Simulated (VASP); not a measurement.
# Si24H12CO5 in VASP: single point with PBE+D3(BJ)

Aim: the single point of Si24H12CO5 with PBE+D3(BJ).

Everything below comes from runs of VASP 6.6.1. Logs are shortened: lines on timing, memory, paths and dates and some standing lists are left out, and cuts for length are marked.

## (1) The cell of the first run

The cell holds a slab with vacuum, 42 atoms: a = 7.667 Å, b = 7.667 Å, c = 28.471 Å, α = 90.00°, β = 90.00°, γ = 90.00°.

## (2) Single point, PBE+D3(BJ)

The input, INCAR:

```
SYSTEM = Si24H12CO5
PREC     = Accurate       ! precision mode
ENCUT    = 520            ! plane-wave cutoff, eV
EDIFF    = 1E-6           ! SCF threshold, eV
ISMEAR   = 0              ! smearing method
SIGMA    = 0.05           ! smearing width, eV
LREAL    = Auto         
LASPH    = .True.         ! aspherical terms in the spheres
NELM     = 100            ! most SCF steps
ALGO     = Normal         ! electronic algorithm
ISIF     = 2              ! what is computed and relaxed
LWAVE    = .False.        ! write WAVECAR
LCHARG   = .False.        ! write CHGCAR
LDIPOL   = .True.       
IDIPOL   = 3            
DIPOL    = 0.5 0.5 0.446
GGA      = PE             ! functional
IVDW     = 12             ! dispersion correction
NBANDS   = 98             ! bands
```

The input, KPOINTS:

```
regular mesh
0
Gamma
  2 2 1
  0 0 0
```

The input, POSCAR:

```
Si24H12CO5
1.0
    7.6671877233      0.0000000000      0.0000000000
    0.0000000000      7.6671877233      0.0000000000
    0.0000000000      0.0000000000     28.4708408436
Si H O C
24 12 5 1
Direct
    0.5000000000      0.2500000000      0.3101905011
    0.5000000000      0.7500000000      0.3101905011
    0.0000000000      0.2500000000      0.3101905011
    0.0000000000      0.7500000000      0.3101905011
    0.5000000000      0.5000000000      0.3577964048
    0.5000000000      0.0000000000      0.3577964048
    0.0000000000      0.5000000000      0.3577964048
    0.0000000000      0.0000000000      0.3577964048
    0.7500000000      0.5000000000      0.4054023085
    0.7500000000      0.0000000000      0.4054023085
    0.2500000000      0.5000000000      0.4054023085
    0.2500000000      0.0000000000      0.4054023085
    0.7589083951      0.7499383347      0.4503552925
    0.7413344868      0.2500398087      0.4515998628
    0.2528328135      0.7500154239      0.4543885679
    0.2475855638      0.2499772481      0.4553054392
   -0.0023120828      0.7498330646      0.5016953996
   -0.0117929048      0.2485849334      0.5000232323
    0.5127322319      0.7515044083      0.4980683530
    0.5020378840      0.2510524428      0.5037527917
    0.9091471622      0.0001076462      0.5434892912
    0.9104369038      0.4975727347      0.5429119394
    0.5897042174     -0.0049597189      0.5434153203
    0.5922283577      0.5088094826      0.5429362523
    0.3115005641      0.2500242312      0.2965747542
    0.4112691552      0.7500088489      0.2636468368
    0.8108327267      0.2499148561      0.2973914514
    0.9092211550      0.7500438994      0.2639594873
    0.5908046310      0.2501032020      0.2639612024
    0.6890912495      0.7499039656      0.2973179705
    0.0884098612      0.2500197529      0.2635960518
    0.1885539944      0.7500591970      0.2966554643
    0.0235617072      0.1070600344      0.6110388114
    0.0049666633      0.5883163820      0.6146036294
    0.5011371579      0.8567798827      0.6085054383
    0.5551271214      0.4689511674      0.6218272758
    0.9866116622     -0.0051881155      0.5987840211
    0.9853521308      0.4786563328      0.5983930167
    0.5100032138     -0.0221469364      0.5982106087
    0.5190718407      0.5512798964      0.5977588439
    0.6603838348      0.2701600685      0.6685028214
    0.6813365281      0.1320579906      0.6819944803
```

Potentials or basis: VASP PAW PBE potentials, release 64 (Si, H, O, C).

Started as:

```sh
cat potpaw_PBE.64/Si/POTCAR potpaw_PBE.64/H/POTCAR potpaw_PBE.64/O/POTCAR potpaw_PBE.64/C/POTCAR > POTCAR
mpirun -np 1 vasp_std > vasp.out
```

OUTCAR:

```text
SYSTEM = Si24H12CO5
   PREC = Accurate
   ENCUT = 520
   EDIFF = 1E-6
   ISMEAR = 0
   LREAL = Auto
   LASPH = .True.
   NELM = 100
   ISIF = 2
   GGA = PE
   IVDW = 12
 IVDW          = 12

 ion  position               nearest neighbor table
   1  0.500  0.250  0.310-  29 1.49  25 1.50   5 2.35   6 2.35
   2  0.500  0.750  0.310-  26 1.49  30 1.50   5 2.35   6 2.35
   3  0.000  0.250  0.310-  31 1.49  27 1.50   7 2.35   8 2.35
   4  0.000  0.750  0.310-  28 1.49  32 1.50   7 2.35   8 2.35
   5  0.500  0.500  0.358-   1 2.35   2 2.35   9 2.35  11 2.35
   6  0.500  0.000  0.358-   1 2.35   2 2.35  10 2.35  12 2.35
[... 22 lines left out ...]
  29  0.591  0.250  0.264-   1 1.49
  30  0.689  0.750  0.297-   2 1.50
  31  0.088  0.250  0.264-   3 1.49
  32  0.189  0.750  0.297-   4 1.50
  33  0.024  0.107  0.611-  37 0.97
  34  0.005  0.588  0.615-  38 0.97
  35  0.501  0.857  0.609-  39 0.98
  36  0.555  0.469  0.622-  40 0.97
  37  0.987  0.995  0.599-  33 0.97  21 1.68
  38  0.985  0.479  0.598-  34 0.97  22 1.69
  39  0.510  0.978  0.598-  35 0.98  23 1.68
  40  0.519  0.551  0.598-  36 0.97  24 1.69
  41  0.660  0.270  0.669-  42 1.14
  42  0.681  0.132  0.682-  41 1.14

  LATTYP: Found a simple tetragonal cell.
 ALAT       =     7.6671877233
 C/A-ratio  =     3.7133355633

  Lattice vectors:

 A1 = (   7.6671877233,   0.0000000000,   0.0000000000)
 A2 = (   0.0000000000,   7.6671877233,   0.0000000000)
 A3 = (   0.0000000000,   0.0000000000,  28.4708408436)

Analysis of symmetry for initial positions (statically):
=====================================================================
 Subroutine PRICEL returns:
 Original cell was already a primitive cell.

 Routine SETGRP: Setting up the symmetry group for a
 simple tetragonal supercell.

 Subroutine GETGRP returns: Found  1 space group operations
 (whereof  1 operations were pure point group operations)
 out of a pool of 16 trial point group operations.

The static configuration has the point symmetry C_1 .

Analysis of symmetry for dynamics (positions and initial velocities):
=====================================================================
 Subroutine PRICEL returns:
 Original cell was already a primitive cell.

 Routine SETGRP: Setting up the symmetry group for a
 simple tetragonal supercell.

 Subroutine GETGRP returns: Found  1 space group operations
 (whereof  1 operations were pure point group operations)
[... 171 lines left out ...]
   PSTRESS=    0.0 pullay stress
   NELECT =     142.0000    total number of electrons
   NUPDOWN=      -1.0000    fix difference up-down
   EMIN   =  10.00;   EMAX   =-10.00  energy-range for DOS
   EFERMI =   0.00;   METHOD = LEGACY
   ISMEAR =     0;   SIGMA  =   0.05  broadening in eV -4-tet -1-fermi 0-gaus
   EFERMI_NEDOS =   21; number of points for ismear=-14 and -15
   IALGO  =     38    algorithm
   IMIX   =      4    mixing-type and parameters
     AMIX     =   0.40;   BMIX     =  1.00
     AMIX_MAG =   1.60;   BMIX_MAG =  1.00
  volume/ion in A,a.u.               =      39.85       268.92
  Fermi-wavevector in a.u.,A,eV,Ry     =   0.719361  1.359395  7.040743  0.517480
  Thomas-Fermi vector in A             =   1.808537
   LORBIT       =      0    0 simple, 1 ext, 2 COOP (PROOUT), +10 PAW based schemes
   GGA     = PE    functional components
   LHFCALC =     F    Hartree Fock is set to
   AEXX    =    0.0000 exact exchange contribution
   IVDW    =    12    specifies the selected vdW correction
   LEPSILON=     F    determine dielectric tensor
   LRPA    =     F    only Hartree local field effects (RPA)
 non-spin polarized calculation
 Gauss-broadening in eV      SIGMA  =   0.05
  energy-cutoff  :      520.00
  volume of cell :     1673.68
 maximum number of plane-waves:     45112
 NGX is ok and might be reduce to    60
   NGX = 29   NGY = 29   NGZ =105

 dipolmoment           0.000000      0.000000      0.000116 electrons x Angstroem

 number of electron     141.9999994 magnetization

 dipolmoment           0.000000      0.000000     -0.069451 electrons x Angstroem

 Free energy of the ion-electron system (eV)
  ---------------------------------------------------
  ext. energy  EPLUGINS =         0.00000000
  ---------------------------------------------------
  free energy    TOTEN  =      -214.09577132 eV

  energy without entropy =     -214.09577132  energy(sigma->0) =     -214.09577132

 E-fermi :  -1.1737     XC(G=0):  -3.8671

 val. band max:       -1.4843254350   @ k =   0.5000   0.0000   0.0000
 cond. band min:      -0.4919013919   @ k =   0.0000   0.0000   0.0000
 fundamental gap:      0.9924240431
 Fermi energy:        -1.1737121666

 k-point     1 :       0.0000    0.0000    0.0000
  band No.  band energies     occupation
      1     -26.1548      2.00000
      2     -21.9392      2.00000
      3     -21.8765      2.00000
      4     -21.8000      2.00000
      5     -21.6783      2.00000
      6     -12.8759      2.00000
[... 333 lines left out ...]
     82       1.8927      0.00000
     83       1.9288      0.00000
 [bands above 83 left out]

------------------------ aborting loop because EDIFF is reached ----------------------------------------

 vacuum level on the upper side and lower side of the slab       (xc-potential included)        -0.251        -0.041

 Edisp (eV)   -6.67637

 E8    (eV) :    -2.7096

  FORCE on cell =-STRESS in cart. coord.  units (eV):
  Direction    XX          YY          ZZ          XY          YZ          ZX
  --------------------------------------------------------------------------------------
  -------------------------------------------------------------------------------------
  Total       4.14349     1.88009    -1.84782     0.09191    -0.30697     0.09784
  in kB       3.96648     1.79977    -1.76888     0.08798    -0.29386     0.09366
  external pressure =        1.33 kB  Pullay stress =        0.00 kB

 VOLUME and BASIS-vectors are now :
 -----------------------------------------------------------------------------
  energy-cutoff  :      520.00
  volume of cell :     1673.68
      direct lattice vectors                 reciprocal lattice vectors
     7.667187723  0.000000000  0.000000000     0.130425918  0.000000000  0.000000000
     0.000000000  7.667187723  0.000000000     0.000000000  0.130425918  0.000000000
     0.000000000  0.000000000 28.470840844     0.000000000  0.000000000  0.035123655

 POSITION                                       TOTAL-FORCE (eV/Angst)
 -----------------------------------------------------------------------------------
      3.83359      1.91680      8.83138        -0.789480      0.000414      0.253124
      3.83359      5.75039      8.83138         0.680153     -0.000492      0.256780
      0.00000      1.91680      8.83138        -0.669481     -0.002200      0.246037
      0.00000      5.75039      8.83138         0.779961     -0.000088      0.269569
      3.83359      3.83359     10.18676         0.046428      0.037514     -0.186842
      3.83359      0.00000     10.18676         0.045708     -0.040114     -0.189517
[... 34 lines left out ...]
      5.06329      2.07137     19.03284        -0.132871      0.846117     -0.311878
      5.22394      1.01251     19.41696         0.134107     -0.837303      0.304181
 -----------------------------------------------------------------------------------
    total drift:                               -0.001769      0.015290     -0.018480

  FREE ENERGIE OF THE ION-ELECTRON SYSTEM (eV)
  ---------------------------------------------------
  free  energy   TOTEN  =      -220.7721409292 eV

  energy  without entropy=     -220.7721409292  energy(sigma->0) =     -220.77214093

 vacuum level on the upper side and lower side of the slab         3.050         3.264
```

Wall time 32 min (1 thread of Intel Xeon Platinum 8259CL at 2.50GHz (Skylake/Cascade Lake), shared host); peak memory 1.6 GiB.

What came out:

| Property | Result |
| --- | --- |
| Free energy | -220.7721 eV |
| Largest force | 0.912 eV/Å |
| Band gap on the k mesh | 0.99 eV (least direct gap 1.16 eV) |
| Dispersion energy per atom | -0.159 eV |

Forces on the atoms (eV/Å):
```
Si  -0.789  0.000  0.253
Si   0.680  0.000  0.257
Si  -0.669 -0.002  0.246
Si   0.780  0.000  0.270
Si   0.046  0.038 -0.187
Si   0.046 -0.040 -0.190
Si  -0.051 -0.097 -0.191
Si  -0.049  0.099 -0.191
Si   0.006 -0.116 -0.524
Si   0.002  0.117 -0.523
Si  -0.004 -0.065  0.365
Si   0.006  0.064  0.360
Si  -0.002 -0.001 -0.003
Si   0.000 -0.001 -0.002
Si   0.006  0.000  0.004
Si  -0.002  0.000  0.001
Si  -0.007  0.001  0.000
Si  -0.003  0.001 -0.002
Si   0.003 -0.001  0.003
Si   0.007 -0.002 -0.006
Si  -0.020 -0.020 -0.059
Si  -0.018 -0.015 -0.055
Si   0.019  0.028 -0.060
Si   0.004  0.005 -0.055
H    0.007 -0.001  0.004
H    0.004  0.000  0.013
H    0.007  0.000  0.004
H    0.004  0.000  0.013
H   -0.004 -0.001  0.013
H   -0.007  0.000  0.004
H   -0.004 -0.001  0.013
H   -0.007  0.000  0.004
H    0.039  0.083  0.068
H    0.028  0.078  0.079
H   -0.021 -0.090  0.060
H    0.017 -0.059  0.103
O   -0.020 -0.059 -0.016
O   -0.012 -0.062 -0.023
O    0.000  0.064 -0.003
O   -0.022  0.049 -0.040
O   -0.133  0.846 -0.312
C    0.134 -0.837  0.304
```
